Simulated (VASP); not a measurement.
# YSb (Fm-3m) in VASP: notebook

The runs below take YSb through vibrations by perturbation theory, with LDA.

Program: VASP 6.6.1. These are calculated values, not measurements. Logs are shortened: lines on timing, memory, paths and dates and some standing lists are left out, and cuts for length are marked.

## (1) The cell of the first run

It takes space group Fm-3m (No. 225, cubic). Conventional cell: a = 5.834 Å, b = 5.834 Å, c = 5.834 Å, α = 90.00°, β = 90.00°, γ = 90.00°. Y (site symmetry m-3m) has 6 Sb at 2.92 Å within 3.8 Å. Within 3.8 Å of Sb (site symmetry m-3m) lie 6 Y at 2.92 Å.

## (2) Vibrations by perturbation theory, LDA

INCAR reads:

```
SYSTEM = YSb
ALGO = Normal
EDIFF = 1E-8
ENCUT = 520
IBRION = 8
ISIF = 2
ISMEAR = -1
LASPH = .True.
LCHARG = .False.
LREAL = .False.
LWAVE = .False.
NBANDS = 15
NELM = 100
NSW = 1
PREC = Accurate
SIGMA = 0.15
```

KPOINTS reads:

```
k-points
0
Gamma
  12 12 12
  0 0 0
```

POSCAR reads:

```
YSb
1.0
    0.0000000000      2.9169671135      2.9169671135
    2.9169671135      0.0000000000      2.9169671135
    2.9169671135      2.9169671135      0.0000000000
Y Sb
1 1
Direct
    0.5000000000      0.5000000000      0.5000000000
    0.0000000000      0.0000000000      0.0000000000
```

Potentials or basis: VASP PAW LDA potentials, release 64 (Y_sv, Sb).

Launch:

```
cat potpaw_LDA.64/Y_sv/POTCAR potpaw_LDA.64/Sb/POTCAR > POTCAR
mpirun -np 1 vasp_std > vasp.out
```

OUTCAR:

```text
SYSTEM = YSb
   EDIFF = 1E-8
   ENCUT = 520
   IBRION = 8
   ISIF = 2
   ISMEAR = -1
   LASPH = .True.
   LREAL = .False.
   NELM = 100
   NSW = 1
   PREC = Accurate

 ion  position               nearest neighbor table
   1  0.500  0.500  0.500-   2 2.92   2 2.92   2 2.92   2 2.92   2 2.92   2 2.92
   2  0.000  0.000  0.000-   1 2.92   1 2.92   1 2.92   1 2.92   1 2.92   1 2.92

  LATTYP: Found a face centered cubic cell.
 ALAT       =     5.8339342270

  Lattice vectors:

 A1 = (   0.0000000000,   2.9169671135,   2.9169671135)
 A2 = (   2.9169671135,   0.0000000000,   2.9169671135)
 A3 = (   2.9169671135,   2.9169671135,   0.0000000000)

Analysis of symmetry for initial positions (statically):
=====================================================================
 Subroutine PRICEL returns:
 Original cell was already a primitive cell.

 Routine SETGRP: Setting up the symmetry group for a
 face centered cubic supercell.

 Subroutine GETGRP returns: Found 48 space group operations
 (whereof 48 operations were pure point group operations)
 out of a pool of 48 trial point group operations.

The static configuration has the point symmetry O_h .

Analysis of symmetry for dynamics (positions and initial velocities):
=====================================================================
 Subroutine PRICEL returns:
 Original cell was already a primitive cell.

 Routine SETGRP: Setting up the symmetry group for a
 face centered cubic supercell.

 Subroutine GETGRP returns: Found 48 space group operations
 (whereof 48 operations were pure point group operations)
 out of a pool of 48 trial point group operations.

The dynamic configuration has the point symmetry O_h .

 Subroutine INISYM returns: Found 48 space group operations
 (whereof 48 operations are pure point group operations),
 and found     1 'primitive' translations

----------------------------------------------------------------------------------------

                                     Primitive cell

  volume of cell :      49.6392

  direct lattice vectors                    reciprocal lattice vectors
     0.000000000  2.916967114  2.916967114    -0.171410914  0.171410914  0.171410914
     2.916967114  0.000000000  2.916967114     0.171410914 -0.171410914  0.171410914
     2.916967114  2.916967114  0.000000000     0.171410914  0.171410914 -0.171410914

  length of vectors
     4.125214453  4.125214453  4.125214453     0.296892413  0.296892413  0.296892413

  position of ions in fractional coordinates (direct lattice)
     0.500000000  0.500000000  0.500000000
     0.000000000  0.000000000  0.000000000

  ion indices of the primitive-cell ions
   primitive index   ion index
                 1           1
                 2           2

----------------------------------------------------------------------------------------

 KPOINTS: k-points

Automatic generation of k-mesh.
 Grid dimensions read from file:
 generate k-points for:   12   12   12

 Generating k-lattice:

  Cartesian coordinates                     Fractional coordinates (reciprocal lattice)
    -0.014284243  0.014284243  0.014284243     0.083333333  0.000000000  0.000000000
     0.014284243 -0.014284243  0.014284243     0.000000000  0.083333333  0.000000000
     0.014284243  0.014284243 -0.014284243     0.000000000  0.000000000  0.083333333

  Length of vectors
[... 85 lines left out ...]
   LRPA    =     F    only Hartree local field effects (RPA)
 non-spin polarized calculation
  energy-cutoff  :      520.00
  volume of cell :       49.64
 maximum number of plane-waves:      1363
   NGX = 15   NGY = 15   NGZ = 15

--------------------------------------- Ionic step        1  -------------------------------------------

 number of electron      16.0000000 magnetization

 Free energy of the ion-electron system (eV)
  ---------------------------------------------------
  ext. energy  EPLUGINS =         0.00000000
  ---------------------------------------------------
  free energy    TOTEN  =       -14.06723174 eV

  energy without entropy =      -14.04005194  energy(sigma->0) =      -14.05364184

 E-fermi :   6.4558     XC(G=0): -10.6413

 val. band max:        6.3892035165   @ k =   0.5000   0.4167   0.0000
 cond. band min:       6.4840137350   @ k =   0.4167   0.3333   0.0000
 fundamental gap:      0.0948102185
 Fermi energy:         6.4558092461

 k-point     1 :       0.0000    0.0000    0.0000
  band No.  band energies     occupation
      1     -35.5108      2.00000
      2     -15.6672      2.00000
      3     -15.6672      2.00000
      4     -15.6672      2.00000
      5      -4.0701      2.00000
      6       7.5007      0.00188
      7       7.5007      0.00188
      8       7.5007      0.00188
      9       7.6026      0.00096
     10       7.6026      0.00096
     11       7.6026      0.00096
     12       8.4095      0.00000
     13       8.4095      0.00000
     14      12.0116      0.00000
[... 401 lines left out ...]
      2     -15.8750      2.00000
      3     -15.7155      2.00000
      4     -15.6805      2.00000
      5      -2.1045      2.00000
      6       2.1529      2.00000
      7       4.2054      2.00000
      8       4.5309      1.99999
      9       9.2368      0.00000
     10       9.5751      0.00000
     11       9.7928      0.00000
     12      11.6661      0.00000
     13      12.3553      0.00000
     14      13.0285      0.00000
     15      15.4804      0.00000

 [... further k-points ...]

------------------------ aborting loop because EDIFF is reached ----------------------------------------

  FORCE on cell =-STRESS in cart. coord.  units (eV):
  Direction    XX          YY          ZZ          XY          YZ          ZX
  --------------------------------------------------------------------------------------
  -------------------------------------------------------------------------------------
  Total        3.1488357      3.1488357      3.1488357      0.0000000     -0.0000000     -0.0000000
  in kB      101.6332906    101.6332906    101.6332906      0.0000000     -0.0000000     -0.0000000
  external PRESSURE =     101.6332906 kB  Pullay stress =       0.0000000 kB

 VOLUME and BASIS-vectors are now :
 -----------------------------------------------------------------------------
  energy-cutoff  :      520.00
  volume of cell :       49.64
      direct lattice vectors                 reciprocal lattice vectors
     0.000000000  2.916967114  2.916967114    -0.171410914  0.171410914  0.171410914
     2.916967114  0.000000000  2.916967114     0.171410914 -0.171410914  0.171410914
     2.916967114  2.916967114  0.000000000     0.171410914  0.171410914 -0.171410914

 POSITION                                       TOTAL-FORCE (eV/Angst)
 -----------------------------------------------------------------------------------
      2.91697      2.91697      2.91697         0.000000      0.000000     -0.000000
      0.00000      0.00000      0.00000         0.000000     -0.000000      0.000000
 -----------------------------------------------------------------------------------
    total drift:                               -0.000000     -0.000000      0.000000

  FREE ENERGIE OF THE ION-ELECTRON SYSTEM (eV)
  ---------------------------------------------------
  free  energy   TOTEN  =       -14.0672317435 eV

  energy  without entropy=      -14.0400519422  energy(sigma->0) =      -14.05364184

[... ionic steps 2 to 3 ...]

--------------------------------------- Ionic step        4  -------------------------------------------

------------------------ aborting loop because EDIFF is reached ----------------------------------------

[... ionic steps 5 to 6 ...]

--------------------------------------- Ionic step        7  -------------------------------------------

 Free energy of the ion-electron system (eV)
  ---------------------------------------------------
  ---------------------------------------------------
  free energy    TOTEN  =        -0.02871493 eV

  energy without entropy =       -0.02871493

------------------------ aborting loop because EDIFF is reached ----------------------------------------

 INTERNAL STRAIN TENSOR  FOR ION    2  DIRECTION 1   (eV/Angst):
 -----------------------------------------------------------------------------
    -0.01406 -0.00000 -0.00000
    -0.00000  0.00658  0.00000
     0.00000  0.00000  0.00658

 INTERNAL STRAIN TENSOR FOR ION    2 for displacements in x,y,z  (eV/Angst):
          X           Y           Z          XY          YZ          ZX
  --------------------------------------------------------------------------------
  x     0.00000     0.00000     0.00000     0.00000     0.00000     0.00000
  y     0.00000     0.00000     0.00000     0.00000     0.00000     0.00000
  z     0.00000     0.00000     0.00000     0.00000     0.00000     0.00000

 SECOND DERIVATIVES (NOT SYMMETRIZED)
 ------------------------------------
               1X          1Y          1Z          2X          2Y          2Z
  1X    -8.634090    0.000000    0.000000    8.634090    0.000000    0.000000
  1Y     0.000000   -8.634090    0.000000    0.000000    8.634090    0.000000
  1Z     0.000000    0.000000   -8.634090    0.000000    0.000000    8.634090
  2X     8.613535    0.000000    0.000000   -8.613535    0.000000    0.000000
  2Y     0.000000    8.613535    0.000000    0.000000   -8.613535    0.000000
  2Z     0.000000    0.000000    8.613535    0.000000    0.000000   -8.613535

 Eigenvectors and eigenvalues of the dynamical matrix
 ----------------------------------------------------

   1 f  =    6.405126 THz    40.244595 2PiTHz  213.652013 cm-1    26.489462 meV
             X         Y         Z           dx          dy          dz
      2.916967  2.916967  2.916967     0.000000    0.760617    0.000000
      0.000000  0.000000  0.000000     0.000000   -0.649201    0.000000
[... 21 lines left out ...]
   6 f/i=    0.003769 THz     0.023683 2PiTHz    0.125728 cm-1     0.015588 meV
             X         Y         Z           dx          dy          dz
      2.916967  2.916967  2.916967     0.000000    0.000000   -0.649201
      0.000000  0.000000  0.000000     0.000000    0.000000   -0.760617

--------------------------------------------------------------------------------------------------------

 ELASTIC MODULI CONTR FROM IONIC RELAXATION (kBar)
 Direction    XX          YY          ZZ          XY          YZ          ZX
 --------------------------------------------------------------------------------
 XX           0.0000      0.0000      0.0000      0.0000      0.0000      0.0000
 YY           0.0000      0.0000      0.0000      0.0000      0.0000      0.0000
 ZZ           0.0000      0.0000      0.0000      0.0000      0.0000      0.0000
 XY           0.0000      0.0000      0.0000      0.0000      0.0000      0.0000
 YZ           0.0000      0.0000      0.0000      0.0000      0.0000      0.0000
 ZX           0.0000      0.0000      0.0000      0.0000      0.0000      0.0000
 --------------------------------------------------------------------------------
```

It took 9.9 min on 1 thread of Intel Xeon 8259CL, shared host; peak memory 0.42 GiB.

What came out:

| Property | Result |
| --- | --- |
| Highest phonon frequency at Γ | 214 cm⁻¹ |

Phonon frequencies in cm⁻¹ (negative: imaginary):
```tsv
q point	frequencies
(0.000, 0.000, 0.000)	0 0 0 214 214 214
```

Caveat: the cell stands under pressure or tension, which shifts response properties; spin-orbit coupling is left out, which moves the levels of the heavy elements.

## (3) Vibrations by perturbation theory, LDA

This run uses another cell than the first one, of 26.73 Å³/atom.

INCAR reads:

```
SYSTEM = YSb
PREC = Accurate
ENCUT = 520
EDIFF = 1E-8
ISMEAR = -1
SIGMA = 0.15
LREAL = .FALSE.
LASPH = .TRUE.
NELM = 100
ALGO = Normal
ISIF = 2
LWAVE = .FALSE.
LCHARG = .FALSE.
IBRION = 8
NSW = 1
```

KPOINTS reads:

```
regular mesh
0
G
  12 12 12
  0 0 0
```

POSCAR reads:

```
YSb
1.0
    0.0000000000      2.9898803478      2.9898803478
    2.9898803478      0.0000000000      2.9898803478
    2.9898803478      2.9898803478      0.0000000000
Y Sb
1 1
Direct
    0.5000000000      0.5000000000      0.5000000000
    0.0000000000      0.0000000000      0.0000000000
```

Potentials or basis: VASP PAW LDA potentials, release 64 (Y_sv, Sb).

Launch:

```
cat potpaw_LDA.64/Y_sv/POTCAR potpaw_LDA.64/Sb/POTCAR > POTCAR
mpirun -np 1 vasp_std > vasp.out
```

OUTCAR:

```text
SYSTEM = YSb
   PREC = Accurate
   ENCUT = 520
   EDIFF = 1E-8
   ISMEAR = -1
   LREAL = .FALSE.
   LASPH = .TRUE.
   NELM = 100
   ISIF = 2
   IBRION = 8
   NSW = 1

 ion  position               nearest neighbor table
   1  0.500  0.500  0.500-   2 2.99   2 2.99   2 2.99   2 2.99   2 2.99   2 2.99
   2  0.000  0.000  0.000-   1 2.99   1 2.99   1 2.99   1 2.99   1 2.99   1 2.99

  LATTYP: Found a face centered cubic cell.
 ALAT       =     5.9797606956

  Lattice vectors:

 A1 = (   0.0000000000,   2.9898803478,   2.9898803478)
 A2 = (   2.9898803478,   0.0000000000,   2.9898803478)
 A3 = (   2.9898803478,   2.9898803478,   0.0000000000)

Analysis of symmetry for initial positions (statically):
=====================================================================
 Subroutine PRICEL returns:
 Original cell was already a primitive cell.

 Routine SETGRP: Setting up the symmetry group for a
 face centered cubic supercell.

 Subroutine GETGRP returns: Found 48 space group operations
 (whereof 48 operations were pure point group operations)
 out of a pool of 48 trial point group operations.

The static configuration has the point symmetry O_h .

Analysis of symmetry for dynamics (positions and initial velocities):
=====================================================================
 Subroutine PRICEL returns:
 Original cell was already a primitive cell.

 Routine SETGRP: Setting up the symmetry group for a
 face centered cubic supercell.

 Subroutine GETGRP returns: Found 48 space group operations
 (whereof 48 operations were pure point group operations)
[... 544 lines left out ...]
    total drift:                               -0.000000     -0.000000      0.000000

  FREE ENERGIE OF THE ION-ELECTRON SYSTEM (eV)
  ---------------------------------------------------
  free  energy   TOTEN  =       -14.2214257136 eV

  energy  without entropy=      -14.1945197343  energy(sigma->0) =      -14.20797272

[... ionic steps 2 to 3 ...]

--------------------------------------- Ionic step        4  -------------------------------------------

------------------------ aborting loop because EDIFF is reached ----------------------------------------

[... ionic steps 5 to 6 ...]

--------------------------------------- Ionic step        7  -------------------------------------------

 Free energy of the ion-electron system (eV)
  ---------------------------------------------------
  ---------------------------------------------------
  free energy    TOTEN  =        -0.02898931 eV

  energy without entropy =       -0.02898931

------------------------ aborting loop because EDIFF is reached ----------------------------------------

 INTERNAL STRAIN TENSOR  FOR ION    2  DIRECTION 1   (eV/Angst):
 -----------------------------------------------------------------------------
    -0.01449  0.00000 -0.00000
     0.00000  0.00746 -0.00000
     0.00000 -0.00000  0.00746

 INTERNAL STRAIN TENSOR FOR ION    2 for displacements in x,y,z  (eV/Angst):
          X           Y           Z          XY          YZ          ZX
  --------------------------------------------------------------------------------
  x     0.00000     0.00000     0.00000     0.00000     0.00000     0.00000
  y     0.00000     0.00000     0.00000     0.00000     0.00000     0.00000
  z     0.00000     0.00000     0.00000     0.00000     0.00000     0.00000

 SECOND DERIVATIVES (NOT SYMMETRIZED)
 ------------------------------------
               1X          1Y          1Z          2X          2Y          2Z
  1X    -6.900311    0.000000    0.000000    6.900311    0.000000    0.000000
  1Y     0.000000   -6.900311    0.000000    0.000000    6.900311    0.000000
  1Z     0.000000    0.000000   -6.900311    0.000000    0.000000    6.900311
  2X     6.711290    0.000000    0.000000   -6.711290    0.000000    0.000000
  2Y     0.000000    6.711290    0.000000    0.000000   -6.711290    0.000000
  2Z     0.000000    0.000000    6.711290    0.000000    0.000000   -6.711290

 Eigenvectors and eigenvalues of the dynamical matrix
 ----------------------------------------------------

   1 f  =    5.695830 THz    35.787958 2PiTHz  189.992454 cm-1    23.556051 meV
             X         Y         Z           dx          dy          dz
      2.989880  2.989880  2.989880    -0.000000   -0.764662    0.000000
      0.000000  0.000000  0.000000     0.000000    0.644431    0.000000
[... 21 lines left out ...]
   6 f/i=    0.038978 THz     0.244909 2PiTHz    1.300182 cm-1     0.161202 meV
             X         Y         Z           dx          dy          dz
      2.989880  2.989880  2.989880    -0.008109    0.644380    0.000000
      0.000000  0.000000  0.000000    -0.009622    0.764602    0.000000

--------------------------------------------------------------------------------------------------------

 ELASTIC MODULI CONTR FROM IONIC RELAXATION (kBar)
 Direction    XX          YY          ZZ          XY          YZ          ZX
 --------------------------------------------------------------------------------
 XX           0.0000      0.0000      0.0000      0.0000      0.0000      0.0000
 YY           0.0000      0.0000      0.0000      0.0000      0.0000      0.0000
 ZZ           0.0000      0.0000      0.0000      0.0000      0.0000      0.0000
 XY           0.0000      0.0000      0.0000      0.0000      0.0000      0.0000
 YZ           0.0000      0.0000      0.0000      0.0000      0.0000      0.0000
 ZX           0.0000      0.0000      0.0000      0.0000      0.0000      0.0000
 --------------------------------------------------------------------------------
```

stdout:

```text
POSCAR found type information on POSCAR Y Sb
 POSCAR found :  2 types and       2 ions
 scaLAPACK will be used
 LDA part: xc-table for (Slater(with rela. corr.)+CA(PZ))
 , standard interpolation
 POSCAR, INCAR and KPOINTS ok, starting setup
 FFT: planning ... GRIDC
 FFT: planning ... GRID_SOFT
 FFT: planning ... GRID
 WAVECAR not read
 entering main loop
 Linear response reoptimize wavefunctions to high precision
 Linear response DOF=           2
 Linear response progress:
 first order change of Fermi-energy   0.12167E-03
 force on displaced ion       1 direction 1 :  -6.900   0.000   0.000
 Linear response progress:
 first order change of Fermi-energy   0.19042E-03
 force on displaced ion       2 direction 1 :  -6.711   0.000   0.000
 Linear response finished
```

It took 9.6 min on 1 thread of Intel Xeon 8259CL, shared host; peak memory 0.4 GiB.

What came out:

- Highest phonon frequency at Γ: 190 cm⁻¹

Phonon frequencies in cm⁻¹ (negative: imaginary):
| q point | frequencies |
| --- | --- |
| (0.000, 0.000, 0.000) | -1 -1 -1 190 190 190 |

Caveat: the cell stands under pressure or tension, which shifts response properties; spin-orbit coupling is left out, which moves the levels of the heavy elements.

(Part 1 of 2 ends here.)
